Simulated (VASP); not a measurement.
# Cr (Fm-3m) in VASP: a series of runs, part 2 of 2

VASP 6.6.1. Earlier steps stand in the parts before.

## Step 3: Single point, PBE, non-collinear spin, typed start, spin-orbit coupling (11.84 Å³/atom)

Contents of INCAR:

```
PREC     = Accurate       # precision mode
ENCUT    = 500            # plane-wave cutoff, eV
EDIFF    = 1E-6           # SCF threshold, eV
ISMEAR   = 0              # smearing method
SIGMA    = 0.05           # smearing width, eV
LREAL    = False          # projectors in reciprocal space
LASPH    = True           # aspherical terms in the spheres
NELM     = 200            # most SCF steps
ALGO     = Normal         # electronic algorithm
ISIF     = 2              # what is computed and relaxed
LWAVE    = False          # write WAVECAR
LCHARG   = True           # write CHGCAR
LNONCOLLINEAR= True           # non-collinear magnetism
MAGMOM   = 0 0 0.05       # initial moments
LORBIT   = 11             # projections on sites
LSORBIT  = True           # spin-orbit coupling
GGA_COMPAT= False        
LORBMOM  = True         
LMAXMIX  = 4              # l up to which the mixer works
GGA      = PE             # functional
LVHAR    = True         
NBANDS   = 23             # bands
```

Contents of KPOINTS:

```
Automatic mesh
0
Gamma
  20 20 20
```

Contents of POSCAR:

```
Cr
1.0
    0.0000000000      1.8089187006      1.8089187006
    1.8089187006      0.0000000000      1.8089187006
    1.8089187006      1.8089187006      0.0000000000
Cr
1
Direct
    0.0000000000      0.0000000000      0.0000000000
```

Potentials or basis: VASP PAW PBE potentials, release 64 (Cr_pv).

The run is started by

```bash
$ cat potpaw_PBE.64/Cr_pv/POTCAR > POTCAR
$ mpirun -np 1 vasp_ncl > vasp.out
```

OUTCAR:

```text
PREC = Accurate
   ENCUT = 500
   EDIFF = 1E-6
   ISMEAR = 0
   LREAL = False
   LASPH = True
   NELM = 200
   ISIF = 2
   LNONCOLLINEAR = True
   LORBIT = 11
   LSORBIT = True
   GGA = PE

 ion  position               nearest neighbor table
   1  0.000  0.000  0.000-

  LATTYP: Found a face centered cubic cell.
 ALAT       =     3.6178374012

  Lattice vectors:

 A1 = (   0.0000000000,   1.8089187006,   1.8089187006)
 A2 = (   1.8089187006,   0.0000000000,   1.8089187006)
 A3 = (   1.8089187006,   1.8089187006,   0.0000000000)

Analysis of symmetry for initial positions (statically):
[... 872 lines left out ...]
  1        -0.000   0.000   0.000
 ----------------------------------------
           -0.000   0.000   0.000

 Spin-Orbit-Coupling matrix elements

 Ion:    1  E_soc:     -0.0244548
 l=   1
     0.0000000    -0.0030581    -0.0030581
    -0.0030581     0.0000000    -0.0030581
    -0.0030581    -0.0030581     0.0000000
 l=   2
     0.0000000    -0.0002419     0.0000000    -0.0002419    -0.0007758
    -0.0002419     0.0000000    -0.0005818    -0.0002419    -0.0001939
     0.0000000    -0.0005818     0.0000000    -0.0005818     0.0000000
    -0.0002419    -0.0002419    -0.0005818     0.0000000    -0.0001939
    -0.0007758    -0.0001939     0.0000000    -0.0001939     0.0000000
 l=   3
     0.0000000     0.0000000     0.0000000     0.0000000     0.0000000     0.0000000     0.0000000
     0.0000000     0.0000000     0.0000000     0.0000000     0.0000000     0.0000000     0.0000000
     0.0000000     0.0000000     0.0000000     0.0000000     0.0000000     0.0000000     0.0000000
     0.0000000     0.0000000     0.0000000     0.0000000     0.0000000     0.0000000     0.0000000
     0.0000000     0.0000000     0.0000000     0.0000000     0.0000000     0.0000000     0.0000000
     0.0000000     0.0000000     0.0000000     0.0000000     0.0000000     0.0000000     0.0000000
     0.0000000     0.0000000     0.0000000     0.0000000     0.0000000     0.0000000     0.0000000

 total charge

# of ion       s       p       d       tot
------------------------------------------
    1        0.442   6.374   4.204  11.020

 magnetization (x)

# of ion       s       p       d       tot
------------------------------------------
    1        0.000   0.000   0.000   0.000

 magnetization (y)

# of ion       s       p       d       tot
------------------------------------------
    1        0.000   0.000   0.000   0.000

 magnetization (z)

# of ion       s       p       d       tot
------------------------------------------
    1        0.000   0.000   0.000   0.000
```

OSZICAR:

```text
N       E                     dE             d eps       ncg     rms          rms(c)
DAV:   1     0.118375918528E+03    0.11838E+03   -0.64771E+03 48987   0.125E+03
DAV:   2    -0.685526819822E+01   -0.12523E+03   -0.12074E+03 49482   0.373E+02
DAV:   3    -0.107059542590E+02   -0.38507E+01   -0.38155E+01 60465   0.770E+01
DAV:   4    -0.107399793000E+02   -0.34025E-01   -0.33988E-01 55076   0.731E+00
DAV:   5    -0.107404109548E+02   -0.43165E-03   -0.43161E-03 52878   0.780E-01    0.123E+01
DAV:   6    -0.916418110695E+01    0.15762E+01   -0.46548E+00 54452   0.368E+01    0.190E+00
DAV:   7    -0.914669530102E+01    0.17486E-01   -0.11228E-01 51519   0.475E+00    0.921E-01
DAV:   8    -0.913642593296E+01    0.10269E-01   -0.26359E-03 57273   0.866E-01    0.314E-01
DAV:   9    -0.913640475346E+01    0.21180E-04   -0.38672E-04 51351   0.304E-01    0.685E-02
DAV:  10    -0.913640423718E+01    0.51628E-06   -0.38851E-05 60654   0.967E-02    0.259E-02
DAV:  11    -0.913640237722E+01    0.18600E-05   -0.39133E-06 51925   0.365E-02    0.421E-03
DAV:  12    -0.913640064175E+01    0.17355E-05   -0.43265E-07 38062   0.823E-03    0.146E-03
DAV:  13    -0.913640047049E+01    0.17126E-06   -0.50048E-08 28773   0.332E-03
   1 F= -.91364005E+01 E0= -.91353573E+01  d E =-.208639E-02  mag=    -0.0000    -0.0000     0.0002
```

stdout:

```text
POSCAR found type information on POSCAR Cr
 POSCAR found :  1 types and       1 ions
 scaLAPACK will be used
 LDA part: xc-table for (Slater+PW92), standard interpolation
 POSCAR, INCAR and KPOINTS ok, starting setup
 FFT: planning ... GRIDC
 FFT: planning ... GRID_SOFT
 FFT: planning ... GRID
 WAVECAR not read
 entering main loop
```

Wall time 15 min (1 thread of Oxide Virtual Turin-like, shared host); peak memory 0.42 GiB.

Results:

```
Free energy                                           : -9.1364 eV
Pressure                                              : 0.1 GPa
Net moment                                            : 0.00 μB per cell
Valence electrons inside the program's atomic spheres : Cr 11.02
```

Moments on the atoms (μB; x, y, z):
```
Cr  0.00 0.00 0.00
```

## Step 4: Single point, PBE, non-collinear spin, typed start, spin-orbit coupling (11.87 Å³/atom)

Contents of INCAR:

```
ALGO = Normal
EDIFF = 1E-6
ENCUT = 500
GGA = PE
GGA_COMPAT = False
ISIF = 2
ISMEAR = 0
LASPH = True
LCHARG = True
LMAXMIX = 4
LORBIT = 11
LORBMOM = True
LREAL = False
LSORBIT = True
LVHAR = True
LWAVE = False
MAGMOM = 0 0 0.05
NBANDS = 23
NELM = 200
PREC = Accurate
SIGMA = 0.05
```

Contents of KPOINTS:

```
k-points
0
Gamma
  20 20 20
```

Contents of POSCAR:

```
Cr
1.0
    0.0000000000      1.8107819888      1.8107819888
    1.8107819888      0.0000000000      1.8107819888
    1.8107819888      1.8107819888      0.0000000000
Cr
1
Direct
    0.0000000000      0.0000000000      0.0000000000
```

Potentials or basis: VASP PAW PBE potentials, release 64 (Cr_pv).

The run is started by

```bash
$ cat potpaw_PBE.64/Cr_pv/POTCAR > POTCAR
$ mpirun -np 1 vasp_ncl > vasp.out
```

OUTCAR:

```text
EDIFF = 1E-6
   ENCUT = 500
   GGA = PE
   ISIF = 2
   ISMEAR = 0
   LASPH = True
   LORBIT = 11
   LREAL = False
   LSORBIT = True
   NELM = 200
   PREC = Accurate

 ion  position               nearest neighbor table
   1  0.000  0.000  0.000-

  LATTYP: Found a face centered cubic cell.
 ALAT       =     3.6215639776

  Lattice vectors:

 A1 = (   0.0000000000,   1.8107819888,   1.8107819888)
 A2 = (   1.8107819888,   0.0000000000,   1.8107819888)
 A3 = (   1.8107819888,   1.8107819888,   0.0000000000)

Analysis of symmetry for initial positions (statically):
=====================================================================
 Subroutine PRICEL returns:
 Original cell was already a primitive cell.

 Routine SETGRP: Setting up the symmetry group for a
 face centered cubic supercell.

 Subroutine GETGRP returns: Found 48 space group operations
 (whereof 48 operations were pure point group operations)
 out of a pool of 48 trial point group operations.

The static configuration has the point symmetry O_h .

Analysis of symmetry for dynamics (positions and initial velocities):
=====================================================================
 Subroutine PRICEL returns:
 Original cell was already a primitive cell.

 Routine SETGRP: Setting up the symmetry group for a
 face centered cubic supercell.

 Subroutine GETGRP returns: Found 48 space group operations
 (whereof 48 operations were pure point group operations)
 out of a pool of 48 trial point group operations.

The dynamic configuration has the point symmetry O_h .

Analysis of structural, dynamic, and magnetic symmetry:
=====================================================================
 Subroutine PRICEL returns:
 Original cell was already a primitive cell.

 Routine SETGRP: Setting up the symmetry group for a
 face centered cubic supercell.

 Subroutine GETGRP returns: Found  8 space group operations
 (whereof  8 operations were pure point group operations)
 out of a pool of 48 trial point group operations.

The overall configuration has the point symmetry C_4h.

 Subroutine INISYM returns: Found  8 space group operations
 (whereof  8 operations are pure point group operations),
 and found     1 'primitive' translations

----------------------------------------------------------------------------------------

                                     Primitive cell

  volume of cell :      11.8749

  direct lattice vectors                    reciprocal lattice vectors
     0.000000000  1.810781989  1.810781989    -0.276123798  0.276123798  0.276123798
     1.810781989  0.000000000  1.810781989     0.276123798 -0.276123798  0.276123798
     1.810781989  1.810781989  0.000000000     0.276123798  0.276123798 -0.276123798

  length of vectors
     2.560832447  2.560832447  2.560832447     0.478260447  0.478260447  0.478260447

  position of ions in fractional coordinates (direct lattice)
     0.000000000  0.000000000  0.000000000
[... 98 lines left out ...]
  Fermi-wavevector in a.u.,A,eV,Ry     =   1.642829  3.104497 36.720598  2.698888
  Thomas-Fermi vector in A             =   2.733066
   LORBIT       =     11    0 simple, 1 ext, 2 COOP (PROOUT), +10 PAW based schemes
   GGA     = PE    functional components
   LHFCALC =     F    Hartree Fock is set to
   AEXX    =    0.0000 exact exchange contribution
   IVDW    =     0    specifies the selected vdW correction
   LEPSILON=     F    determine dielectric tensor
   LRPA    =     F    only Hartree local field effects (RPA)
 Gauss-broadening in eV      SIGMA  =   0.05
  energy-cutoff  :      500.00
  volume of cell :       11.87
 maximum number of plane-waves:       626
   NGX =  9   NGY =  9   NGZ =  9

 number of electron      12.0000010 magnetization      -0.0000000      0.0000000      0.0060645

 number of electron      12.0000010 magnetization       0.0000000      0.0000000      0.0014826

 number of electron      12.0000010 magnetization      -0.0000000     -0.0000000      0.0005503

 Free energy of the ion-electron system (eV)
  ---------------------------------------------------
  ext. energy  EPLUGINS =         0.00000000
  ---------------------------------------------------
  free energy    TOTEN  =        -9.13638916 eV

  energy without entropy =       -9.13428258  energy(sigma->0) =       -9.13533587

 E-fermi :  10.3302     XC(G=0): -13.4982

 val. band max:       10.3277300099   @ k =   0.5000   0.1500   0.0000
 cond. band min:      10.3316149174   @ k =  -0.0500   0.3000   0.5000
 fundamental gap:      0.0038849074
 Fermi energy:        10.3301949121

 k-point     1 :       0.0000    0.0000    0.0000
  band No.  band energies     occupation
      1     -32.7231      1.00000
      2     -32.7229      1.00000
      3     -31.6791      1.00000
      4     -31.6789      1.00000
      5     -31.6787      1.00000
      6     -31.6785      1.00000
[... 613 lines left out ...]
     22      26.9710      0.00000
     23      30.9465      0.00000

 [... further k-points ...]

------------------------ aborting loop because EDIFF is reached ----------------------------------------

  FORCE on cell =-STRESS in cart. coord.  units (eV):
  Direction    XX          YY          ZZ          XY          YZ          ZX
  --------------------------------------------------------------------------------------
  -------------------------------------------------------------------------------------
  Total       -0.0435199     -0.0435199     -0.0435273     -0.0000001     -0.0000000     -0.0000000
  in kB       -5.8717858     -5.8717858     -5.8727870     -0.0000122     -0.0000000     -0.0000000
  external PRESSURE =      -5.8721195 kB  Pullay stress =       0.0000000 kB

 VOLUME and BASIS-vectors are now :
 -----------------------------------------------------------------------------
  energy-cutoff  :      500.00
  volume of cell :       11.87
      direct lattice vectors                 reciprocal lattice vectors
     0.000000000  1.810781989  1.810781989    -0.276123798  0.276123798  0.276123798
     1.810781989  0.000000000  1.810781989     0.276123798 -0.276123798  0.276123798
     1.810781989  1.810781989  0.000000000     0.276123798  0.276123798 -0.276123798

 POSITION                                       TOTAL-FORCE (eV/Angst)
 -----------------------------------------------------------------------------------
      0.00000      0.00000      0.00000         0.000000     -0.000000      0.000000
 -----------------------------------------------------------------------------------
    total drift:                               -0.000000     -0.000000     -0.000000

  FREE ENERGIE OF THE ION-ELECTRON SYSTEM (eV)
  ---------------------------------------------------
  free  energy   TOTEN  =        -9.1363891581 eV

  energy  without entropy=       -9.1342825788  energy(sigma->0) =       -9.13533587

 orbital moment (x)

 # of ion     p       d       tot
 ----------------------------------------
  1         0.000   0.000   0.000
 ----------------------------------------
            0.000   0.000   0.000

 orbital moment (y)

 # of ion     p       d       tot
 ----------------------------------------
  1         0.000   0.000   0.000
 ----------------------------------------
            0.000   0.000   0.000

 orbital moment (z)

 # of ion     p       d       tot
 ----------------------------------------
  1        -0.000   0.000   0.000
 ----------------------------------------
           -0.000   0.000   0.000

 Spin-Orbit-Coupling matrix elements

 Ion:    1  E_soc:     -0.0244798
 l=   1
     0.0000000    -0.0030578    -0.0030577
    -0.0030578     0.0000000    -0.0030578
    -0.0030577    -0.0030578     0.0000000
 l=   2
     0.0000000    -0.0002431     0.0000000    -0.0002431    -0.0007791
    -0.0002431     0.0000000    -0.0005843    -0.0002431    -0.0001948
     0.0000000    -0.0005843     0.0000000    -0.0005843     0.0000000
    -0.0002431    -0.0002431    -0.0005843     0.0000000    -0.0001948
    -0.0007791    -0.0001948     0.0000000    -0.0001948     0.0000000
 l=   3
     0.0000000     0.0000000     0.0000000     0.0000000     0.0000000     0.0000000     0.0000000
     0.0000000     0.0000000     0.0000000     0.0000000     0.0000000     0.0000000     0.0000000
     0.0000000     0.0000000     0.0000000     0.0000000     0.0000000     0.0000000     0.0000000
     0.0000000     0.0000000     0.0000000     0.0000000     0.0000000     0.0000000     0.0000000
     0.0000000     0.0000000     0.0000000     0.0000000     0.0000000     0.0000000     0.0000000
     0.0000000     0.0000000     0.0000000     0.0000000     0.0000000     0.0000000     0.0000000
     0.0000000     0.0000000     0.0000000     0.0000000     0.0000000     0.0000000     0.0000000

 total charge

# of ion       s       p       d       tot
------------------------------------------
    1        0.441   6.373   4.200  11.014

 magnetization (x)

# of ion       s       p       d       tot
------------------------------------------
    1        0.000   0.000   0.000   0.000

 magnetization (y)

# of ion       s       p       d       tot
------------------------------------------
    1        0.000   0.000   0.000   0.000

 magnetization (z)

# of ion       s       p       d       tot
------------------------------------------
    1        0.000   0.000   0.000   0.000
```

It took 14 min on 1 thread of Oxide Virtual Turin-like, shared host; peak memory 0.43 GiB.

Results:

```yaml
Free_energy: -9.1364 eV
Pressure: -0.6 GPa
Net_moment: 0.00 μB per cell
Valence_electrons_inside_the_program's_atomic_spheres: Cr 11.01
```

Moments on the atoms (μB; x, y, z):
```
Cr  0.00 0.00 0.00
```

## Step 5: The runs side by side

```tsv
spin	cell	k mesh	pressure (GPa)	moment (μB)
collinear	a = 2.559 Å, angles 60.0°, 1 atom	10 × 10 × 10	0.0	0.00
non-collinear, typed start, SOC	a = 2.558 Å, angles 60.0°, 1 atom	20 × 20 × 20	0.1	0.00
non-collinear, typed start, SOC	a = 2.561 Å, angles 60.0°, 1 atom	20 × 20 × 20	-0.6	0.00
```

Alike in all rows: task single point; level PBE; potentials or basis VASP PAW PBE potentials, release 64 (Cr_pv); cutoff (eV) 500; smearing gaussian 0.05 eV.

Caveats: an empty level that is flat over the whole mesh can mark a ghost state of the potentials, or a narrow d or f band (at least some runs).

Total energies depend on the potentials used, so only differences within one code and one set of settings carry meaning.
